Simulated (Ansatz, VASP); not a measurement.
Two plane-wave programs on LiF

```xyz
2
Lattice="0.0000 2.1108 2.1108 2.1108 0.0000 2.1108 2.1108 2.1108 0.0000" Properties=species:S:1:pos:R:3 pbc="T T T"
Li    0.0000    0.0000    0.0000
F     2.1108    2.1108    2.1108
```

Change from the starting cell: hydrostatic strain +5.8%.

Alike in both runs: task single point; functional r2SCAN; k mesh 10 × 10 × 10; no spin polarisation.

```csv
,VASP,Ansatz
version,VASP 6.6.1,Ansatz 0.2.0
potentials or method,"VASP PAW PBE potentials, release 64 (Li_sv, F)","plane waves, PAW"
plane-wave cutoff (eV),520,500
occupations,"gaussian, width 0.01 eV",fixed
valence electrons in the cell,10,10
```

```tsv
	VASP	Ansatz	Ansatz less VASP
gap on the k mesh at the Fermi level (eV)	9.00	8.86	-0.133
```

VASP's potentials were made for PBE, not for r2SCAN.

Noted on VASP's run: the cutoff is short for stress, so the pressure is rough.
